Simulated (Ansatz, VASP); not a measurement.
## One calculation of Zn2B3, two programs

```xyz
5
Lattice="3.2561 0.0000 0.0000 -1.6281 2.8199 0.0000 0.0000 0.0000 5.0660" Properties=species:S:1:pos:R:3 pbc="T T T"
Zn    0.0000    1.8799    1.2412
Zn    1.6281    0.9400    3.8248
B     0.0000    0.0000    0.0000
B     0.0000    1.8799    3.2676
B     1.6281    0.9400    1.7984
```

Alike in both runs: task single point; functional PBE; k mesh 6 × 6 × 4; occupations gaussian, width 0.1 eV; no spin polarisation.

|  | VASP | Ansatz |
| --- | --- | --- |
| version | VASP 6.6.1 | Ansatz 0.2.0 |
| potentials or method | VASP PAW PBE potentials, release 64 (Zn, B), cutoff 520 eV | scalar-relativistic, plane waves, PAW |
| valence electrons in the cell | 33 | 33 |

Ansatz gave:

```
gap on the k mesh at the Fermi level (eV) : none
rms of the force components (eV/Å)        : 0.957
```

**Question.** Which values does VASP return?

**Answer.** gap on the k mesh at the Fermi level (eV): none; rms of the force components (eV/Å): 0.966.

Atom by atom the forces differ by 0.009 eV/Å (rms over components). A gap of «none» marks a metal or a gap that the smearing closes.

The k mesh is coarse, so the values compare programs but aren't converged.
